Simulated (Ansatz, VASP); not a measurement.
Cs: VASP beside Ansatz

```
Cs
1.0
     3.79027    0.00000    0.00000
    -1.89513    3.28247    0.00000
     0.00000    0.00000   12.07388
Cs
4
Direct
  0.00000 0.00000 0.00000
  0.00000 0.00000 0.50000
  0.33333 0.66667 0.25000
  0.66667 0.33333 0.75000
```

Alike in both runs: task single point; functional LDA; k mesh 10 × 10 × 3; occupations fermi-dirac, width 0.05 eV; no spin polarisation.

```csv
,VASP,Ansatz
version,VASP 6.6.1,Ansatz 0.2.0
potentials or method,"VASP PAW LDA potentials, release 64 (Cs_sv), cutoff 500 eV","all-electron LAPW, scalar-relativistic"
```

|  | VASP | Ansatz | Ansatz less VASP |
| --- | --- | --- | --- |
| pressure (GPa) | 5.1 | 5.0 | -0.14 |

LDA's correlation is that of Perdew and Zunger in VASP and of Perdew and Wang (1992) in Ansatz. Ansatz ran all-electron here, and VASP with PAW potentials.

Spin-orbit coupling is off throughout.
